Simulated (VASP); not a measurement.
Write the native input for VASP 6.6.1 that does the following.

- Task: single point
- Functional: PBE
- Potentials or basis: VASP PAW PBE potentials, release 64 (Ca_sv, Ag, As)
- Cutoff: 520 eV
- k mesh: 6 × 6 × 6
- Occupations: gaussian, width 0.1 eV
- Spin: no spin polarisation
- Dipole correction: no
- Further INCAR settings: ALGO = Normal; EDIFF = 1e-06; NBANDS = 29

The structure of CaAg2As2 lies in POSCAR:

```
CaAg2As2
1.0
   -2.1607523629      2.1607523629      5.1018637867
    2.1607523629     -2.1607523629      5.1018637867
    2.1607523629      2.1607523629     -5.1018637867
Ca Ag As
1 2 2
Direct
    0.0000000000      0.0000000000      0.0000000000
    0.7500000000      0.2500000000      0.5000000000
    0.2500000000      0.7500000000      0.5000000000
    0.3842000000      0.3842000000      0.0000000000
    0.6158000000      0.6158000000      0.0000000000
```

This cell differs from its parent crystal: Ba replaced by Ca, lengths x 0.969, strained.

These files were run (other wordings do the same):

INCAR

```
SYSTEM = CaAg2As2
PREC = Accurate
ENCUT = 520
EDIFF = 1E-6
ISMEAR = 0
SIGMA = 0.1
LREAL = .False.
LASPH = .True.
NELM = 60
ALGO = Normal
ISIF = 2
LWAVE = .False.
LCHARG = .False.
GGA = PE
NBANDS = 29
```

KPOINTS

```
Automatic mesh
0
Gamma
  6 6 6
  0 0 0
```

Potentials or basis: VASP PAW PBE potentials, release 64 (Ca_sv, Ag, As).

Command:

```sh
$ cat potpaw_PBE.64/Ca_sv/POTCAR potpaw_PBE.64/Ag/POTCAR potpaw_PBE.64/As/POTCAR > POTCAR
$ mpirun -np 1 vasp_std > vasp.out
```

Results of the run:

```
Pressure               : 13.0 GPa
Largest force          : 0.124 eV/Å
Band gap on the k mesh : zero (band 21 reaches 8.33 eV, above the bottom of band 22 at 7.39 eV)
```

Caveat: the cell differs from its parent crystal (Ba replaced by Ca, lengths x 0.969, strained).

Run time: 57 s on 1 thread of Intel(R) Xeon(R) 6975P-C (Granite Rapids), with other jobs on the host, peak memory 0.37 GiB.
